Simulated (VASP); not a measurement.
Here is a VASP 6.6.1 calculation.

INCAR

```
  PREC = Accurate
  ENCUT = 520
  EDIFF = 1E-7
  ISMEAR = -1
  SIGMA = 0.05
  LREAL = False
  LASPH = True
  NELM = 60
  ALGO = Normal
  ISIF = 2
  LWAVE = False
  LCHARG = False
  LDIPOL = True
  IDIPOL = 3
  DIPOL = 0.5 0.5 0.500
  GGA = PE
  NBANDS = 25
```

Contents of KPOINTS:

```
Automatic mesh
0
Gamma
  10 10 1
```

Contents of POSCAR:

```
Cd
1.0
    3.6039047669      0.0000000000      0.0000000000
    0.0000000000      3.6039047669      0.0000000000
    0.0000000000      0.0000000000     16.6934000000
Cd
3
Direct
    0.0000000000      0.0000000000      0.3893766621
    0.5000000000      0.5000000000      0.5000000750
    0.0000000000      0.0000000000      0.6106233379
```

Potentials or basis: VASP PAW PBE potentials, release 64 (Cd).

The run is started by

```bash
$ cat potpaw_PBE.64/Cd/POTCAR > POTCAR
$ mpirun -np 1 vasp_std > vasp.out
```

Problem. What does it give for the largest force?

Solution. 0.016 eV/Å.

Problem. What does it give for the band gap on the k mesh?

Solution. Zero (band 18 reaches -1.64 eV, above the bottom of band 19 at -2.64 eV).

Forces on the atoms (eV/Å):
```
Cd   0.000  0.000 -0.016
Cd   0.000  0.000  0.000
Cd   0.000  0.000  0.016
```
